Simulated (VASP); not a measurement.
# CoO in VASP: notebook, part 2 of 2

VASP 6.6.1.

### Step 4. Single point, PBE, collinear spin, ferromagnetic start

File INCAR:

```
SYSTEM = CoO
  PREC = Accurate
  ENCUT = 700
  EDIFF = 1E-6
  ISMEAR = 0
  SIGMA = 0.05
  LREAL = .FALSE.
  LASPH = .TRUE.
  NELM = 200
  ALGO = Normal
  ISIF = 2
  LWAVE = .FALSE.
  LCHARG = .FALSE.
  ISPIN = 2
  MAGMOM = 2 0
  LORBIT = 11
  LMAXMIX = 4
  GGA = PE
  NBANDS = 22
  GGA_COMPAT = .FALSE.
```

File KPOINTS:

```
regular mesh
0
G
  8 8 9
  0 0 0
```

File POSCAR:

```
CoO
1.0
   -1.5080004400      1.5080004400      2.1072503600
    1.5080004400     -1.5080004400      2.1072503600
    1.5080004400      1.5080004400     -2.1072503600
Co O
1 1
Direct
   -0.0052800000      0.0049430000      0.0153250000
    0.5146290000      0.4995850000      0.0049600000
```

Potentials or basis: VASP PAW PBE potentials, release 64 (Co_sv, O).

Command:

```
$ cat potpaw_PBE.64/Co_sv/POTCAR potpaw_PBE.64/O/POTCAR > POTCAR
$ mpirun -np 1 vasp_std > vasp.out
```

OUTCAR:

```text
SYSTEM = CoO
   PREC = Accurate
   ENCUT = 700
   EDIFF = 1E-6
   ISMEAR = 0
   LREAL = .FALSE.
   LASPH = .TRUE.
   NELM = 200
   ISIF = 2
   ISPIN = 2
   LORBIT = 11
   GGA = PE

 ion  position               nearest neighbor table
   1  0.995  0.005  0.015-   2 2.06   2 2.08   2 2.11   2 2.16   2 2.16   2 2.19
   2  0.515  0.500  0.005-   1 2.06   1 2.08   1 2.11   1 2.16   1 2.16   1 2.19

  LATTYP: Found a body centered tetragonal cell.
 ALAT       =     3.0160008800
 C/A-ratio  =     1.3973804676

  Lattice vectors:

 A1 = (  -1.5080004400,   1.5080004400,   2.1072503600)
 A2 = (   1.5080004400,  -1.5080004400,   2.1072503600)
[... 1438 lines left out ...]
 VOLUME and BASIS-vectors are now :
 -----------------------------------------------------------------------------
  energy-cutoff  :      700.00
  volume of cell :       19.17
      direct lattice vectors                 reciprocal lattice vectors
    -1.508000440  1.508000440  2.107250360     0.000000000  0.331564890  0.237276030
     1.508000440 -1.508000440  2.107250360     0.331564890  0.000000000  0.237276030
     1.508000440  1.508000440 -2.107250360     0.331564890  0.331564890  0.000000000

 POSITION                                       TOTAL-FORCE (eV/Angst)
 -----------------------------------------------------------------------------------
     -1.46947      1.51569      2.07425        -0.059286      0.023529      0.107456
     -0.01521      0.03017      2.12675         0.059286     -0.023529     -0.107456
 -----------------------------------------------------------------------------------
    total drift:                                0.000072      0.000475      0.000022

  FREE ENERGIE OF THE ION-ELECTRON SYSTEM (eV)
  ---------------------------------------------------
  free  energy   TOTEN  =       -13.1292912598 eV

  energy  without entropy=      -13.1247793840  energy(sigma->0) =      -13.12703532

 total charge

# of ion       s       p       d       tot
------------------------------------------
    1        2.143   6.064   6.672  14.880
    2        1.552   3.435   0.000   4.987
--------------------------------------------------
tot          3.695   9.499   6.672  19.866

 magnetization (x)

# of ion       s       p       d       tot
------------------------------------------
    1        0.014   0.011   2.496   2.520
    2        0.029   0.272   0.000   0.301
--------------------------------------------------
tot          0.043   0.283   2.496   2.821
```

stdout:

```text
POSCAR found type information on POSCAR CoO
 POSCAR found :  2 types and       2 ions
 scaLAPACK will be used
 LDA part: xc-table for (Slater+PW92), standard interpolation
 -----------------------------------------------------------------------------
|                                                                             |
|           W    W    AA    RRRRR   N    N  II  N    N   GGGG   !!!           |
|           W    W   A  A   R    R  NN   N  II  NN   N  G    G  !!!           |
|           W    W  A    A  R    R  N N  N  II  N N  N  G       !!!           |
|           W WW W  AAAAAA  RRRRR   N  N N  II  N  N N  G  GGG   !            |
|           WW  WW  A    A  R   R   N   NN  II  N   NN  G    G                |
|           W    W  A    A  R    R  N    N  II  N    N   GGGG   !!!           |
|                                                                             |
|     Your reciprocal lattice and k-lattice belong to different lattice       |
|     classes:                                                                |
|                                                                             |
|        The reciprocal lattice is body-centered tetragonal,                  |
|        whereas your k-lattice is base-centered monoclinic.                  |
|                                                                             |
|     Results are often still useful ...                                      |
|                                                                             |
 -----------------------------------------------------------------------------

 POSCAR, INCAR and KPOINTS ok, starting setup
 FFT: planning ... GRIDC
 FFT: planning ... GRID_SOFT
 FFT: planning ... GRID
 WAVECAR not read
 entering main loop
```

Run time: 13 min. Hardware: 1 thread of Intel Xeon Platinum 8259CL at 2.50GHz (Skylake/Cascade Lake), shared host; peak memory 0.39 GiB.

Results:

| Quantity | Value |
| --- | --- |
| Free energy | -13.1293 eV |
| Pressure | -0.8 GPa |
| Largest force | 0.125 eV/Å |
| Net moment | 2.93 μB per cell |
| Site moments | Co +2.52; O +0.30 μB |
| Valence electrons inside the program's atomic spheres | Co 14.88; O 4.99 |

Forces in eV/Å, atoms in the order of the input:
```
Co  -0.059  0.024  0.107
O    0.059 -0.024 -0.107
```

Stress tensor (GPa, compression positive):
```
-1.03  0.08  0.30
 0.08 -0.79 -0.19
 0.30 -0.19 -0.44
```

Caveat: a cell with one magnetic atom can't hold antiferromagnetic order, which such compounds often take; semilocal functionals often make such compounds metallic where correlation or magnetic order opens a gap, which also shifts bond lengths. With open d or f shells a metallic result of PBE can be an artefact of self-interaction; +U or a hybrid may open a gap.

### Step 5. The runs side by side

| potentials or basis | cell | k mesh | cutoff (eV) | smearing | gap on the mesh (eV) | pressure (GPa) | moment (μB) |
| --- | --- | --- | --- | --- | --- | --- | --- |
| VASP PAW PBE potentials, release 64 (Co, O) | a = 2.998 Å, angles 119.6, 119.6, 90.7°, 2 atoms, atomic positions A | 12 × 12 × 12 | 520 | fermi-dirac 0.05 eV | none | -0.8 | 2.88 |
| VASP PAW PBE potentials, release 64 (Co_sv, O) | a = 2.958 Å, angles 119.6, 119.6, 90.7°, 2 atoms, atomic positions A | 12 × 12 × 12 | 700 | fermi-dirac 0.05 eV | none | 5.9 | 2.77 |
| VASP PAW PBE potentials, release 64 (Co_sv, O) | a = 2.998 Å, angles 119.6, 119.6, 90.7°, 2 atoms, atomic positions B | 8 × 8 × 9 | 700 | gaussian 0.05 eV | none | -0.8 | 2.93 |

Alike in all rows: task single point; level PBE; spin collinear, ferromagnetic start.

Caveats: a cell with one magnetic atom can't hold antiferromagnetic order, which such compounds often take; semilocal functionals often make such compounds metallic where correlation or magnetic order opens a gap, which also shifts bond lengths; the cell stands under pressure (at least some runs).

Absolute energies hang on the potentials; compare differences alone.
